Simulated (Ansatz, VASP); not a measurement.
**CaBeCdP2: VASP beside Ansatz**

The input INCAR:

```
SYSTEM = CaBeCdP2
PREC     = Accurate       ! precision mode
ENCUT    = 600            ! plane-wave cutoff, eV
EDIFF    = 1E-6           ! SCF threshold, eV
ISMEAR   = 0              ! smearing method
SIGMA    = 0.1            ! smearing width, eV
LREAL    = .False.        ! projectors in reciprocal space
LASPH    = .True.         ! aspherical terms in the spheres
NELM     = 80             ! most SCF steps
ALGO     = Normal         ! electronic algorithm
ISIF     = 3              ! what is computed and relaxed
LWAVE    = .False.        ! write WAVECAR
LCHARG   = .False.        ! write CHGCAR
GGA      = PE             ! functional
IBRION   = 2              ! ionic algorithm
NSW      = 100            ! ionic steps
EDIFFG   = -0.01          ! ionic threshold
```

The input KPOINTS:

```
regular mesh
0
Gamma
  8 8 8
  0 0 0
```

File POSCAR:

```
CaBeCdP2
1.0
    4.6658345100      0.0000000000      0.0000000000
    0.0000000000      4.6658345100      0.0000000000
    0.0000000000      0.0000000000      4.5042113300
Ca Be Cd P
1 1 1 2
Direct
    0.0000000000      0.0000000000      0.0000000000
    0.5000000000      0.5000000000      0.5000000000
    0.5000000000      0.5000000000      0.0000000000
    0.5000000000      0.0000000000      0.5000000000
    0.0000000000      0.5000000000      0.5000000000
```

Input for Ansatz:

```yaml
crystal:
  lattice:
    - [4.66583451, 0.0, 0.0]
    - [0.0, 4.66583451, 0.0]
    - [0.0, 0.0, 4.50421133]
  atoms:
    - { symbol: Ca, position: [0.0, 0.0, 0.0] }
    - { symbol: Be, position: [0.5, 0.5, 0.5] }
    - { symbol: Cd, position: [0.5, 0.5, 0.0] }
    - { symbol: P, position: [0.5, 0.0, 0.5] }
    - { symbol: P, position: [0.0, 0.5, 0.5] }
basis:
  ecutwfc: 420
kpoints:
  mp_grid: { grid: [8, 8, 8] }
hamiltonian:
  xc: pbe
scf:
  occupations: { method: gaussian, width: 0.1 }
output:
  forces: true
  stress: true
  eigenvalues: true
  write_density: true
  write_potential: true
  elf: true
  volumetric_format: npy
relax:
  adjacent_minimum: "off"
  f_tol: 0.01
  max_steps: 80
  cell: { stress_tol: 0.05 }
```

Change from the starting cell: species swapped into the ErBPd2Rh type (P4/mmm, No. 123).

Alike in both runs: task relaxation of cell and atoms; functional PBE; k mesh 8 × 8 × 8; occupations gaussian, width 0.1 eV; no spin polarisation.

```csv
,VASP,Ansatz
version,VASP 6.6.1,Ansatz 0.2.0
potentials or method,"VASP PAW PBE potentials, release 64 (Ca_sv, Be, Cd, P), cutoff 600 eV","scalar-relativistic, plane waves, PAW"
valence electrons in the cell,34,42
```

|  | VASP | Ansatz | Ansatz less VASP |
| --- | --- | --- | --- |
| gap on the k mesh at the Fermi level, each at its own relaxed structure (eV) | none | none | - |
| relaxed volume (Å³/atom) | 19.34 | 19.30 | -0.036 |
| relaxed cell length with the largest relative difference (Å) | 4.732 | 4.720 | -0.0119 |

A gap of «none» marks a metal or a gap that the smearing closes. VASP's potentials hold 34 valence electrons a cell and Ansatz's 42, so a difference there can come from the potentials and not from the codes.
